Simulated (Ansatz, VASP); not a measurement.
**Two plane-wave programs on Rb**

```
CELL_PARAMETERS angstrom
-2.86772 2.86772 2.86772
2.86772 -2.86772 2.86772
2.86772 2.86772 -2.86772
ATOMIC_POSITIONS crystal
Rb 0.00000 0.00000 0.00000
```

Alike in both runs: task single point; functional r2SCAN; k mesh 2 × 2 × 2; occupations fermi-dirac, width 0.1 eV; no spin polarisation.

|  | VASP | Ansatz |
| --- | --- | --- |
| version | VASP 6.6.1 | Ansatz 0.2.0 |
| potentials or method | VASP PAW PBE potentials, release 64 (Rb_sv), cutoff 520 eV | plane waves (500 eV) with PAW, scalar-relativistic |
| valence electrons in the cell | 9 | 9 |

```tsv
	VASP	Ansatz	Ansatz less VASP
pressure (GPa)	-0.1	-0.1	-0.01
```

VASP's potentials were made for PBE, not for r2SCAN. The functional is the same, so the differences come from potentials, cutoffs and numerics.

The k mesh is coarse, so the values compare programs but aren't converged.
